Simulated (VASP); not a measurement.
## SiC: single point with PBEsol

The system is SiC.

```
CELL_PARAMETERS angstrom
0.00000 2.17846 2.17846
2.17846 0.00000 2.17846
2.17846 2.17846 0.00000
ATOMIC_POSITIONS crystal
Si 0.25000 0.25000 0.25000
C 0.00000 0.00000 0.00000
```

```yaml
Program: VASP 6.6.1
Task: single point
Functional: PBEsol
Potentials_or_basis: VASP PAW PBE potentials, release 64 (Si, C)
Cutoff: 520 eV
k_mesh: 10 × 10 × 10
Occupations: fermi-dirac, width 0.02 eV
Spin: no spin polarisation
Dipole_correction: no
Further_INCAR_settings: ALGO = Normal; EDIFF = 1e-06; NBANDS = 11
```

```json
{"Pressure": "0.3 GPa", "Band gap on the k mesh": "1.23 eV, indirect (least direct gap 4.44 eV)"}
```

Levels at points of the mesh, in eV from the valence-band top:
| k point | band 1 | band 2 | band 3 | band 4 | band 5 | band 6 | band 7 | band 8 |
| --- | --- | --- | --- | --- | --- | --- | --- | --- |
| (0.00, 0.00, 0.00) | -15.43 | 0.00 | 0.00 | 0.00 | 6.20 | 7.25 | 7.25 | 7.25 |
| (0.50, 0.00, 0.00) | -11.82 | -8.60 | -1.06 | -1.06 | 5.38 | 7.14 | 7.14 | 9.92 |
| (0.50, 0.50, 0.00) | -10.36 | -7.84 | -3.21 | -3.21 | 1.23 | 4.20 | 13.96 | 13.96 |

It took 3.5 s on 1 thread of Intel Xeon 6975P-C (shared host), peak memory 0.14 GiB.

Caveat: the PAW data sets were made with another functional, which shifts forces and pressure a little. A k mesh can miss the band edges.
